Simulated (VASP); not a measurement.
## Ti: single point with r2SCAN

The system is Ti, a wire with vacuum.

```xyz
2
Lattice="11.3000 0.0000 0.0000 0.0000 9.3000 0.0000 0.0000 0.0000 2.7401" Properties=species:S:1:pos:R:3 pbc="T T T"
Ti    4.4868    4.6500    0.0000
Ti    6.8132    4.6500    1.3700
```

```
Program             : VASP 6.6.1
Task                : single point
Functional          : r2SCAN
Potentials or basis : VASP PAW PBE potentials, release 64 (Ti_sv)
Cutoff              : 520 eV
k mesh              : 1 × 1 × 23
Occupations         : gaussian, width 0.05 eV
Spin                : collinear spin
Starting moments    : [1.5, 1.5] μB
```

```
Largest force                                         : 1.755 eV/Å
Net moment                                            : 1.31 μB per cell
Site moments                                          : Ti +0.32 μB
Valence electrons inside the program's atomic spheres : Ti 10.20
```

Forces in eV/Å, atoms in the order of the input:
```
Ti   1.755  0.000  0.000
Ti  -1.755  0.000  0.000
```

Levels at points of the mesh, in eV from the Fermi level:
Spin up:
```tsv
k point	band 11	band 12	band 13	band 14	band 15	band 16
(0.00, 0.00, 0.00)	-0.61	-0.45	-0.31	0.28	0.67	0.69
```
Spin down:
```tsv
k point	band 7	band 8	band 9	band 10	band 11	band 12	band 13	band 14	band 15	band 16
(0.00, 0.00, 0.00)	-33.87	-33.75	-3.29	-1.76	-0.62	0.23	0.54	0.77	1.23	1.25
```

Wall time 23 min on 1 thread of Oxide Virtual Turin-like Processor (shared host), peak memory 0.52 GiB.

Caveat: the PAW data sets were made with another functional, which shifts forces and pressure a little.
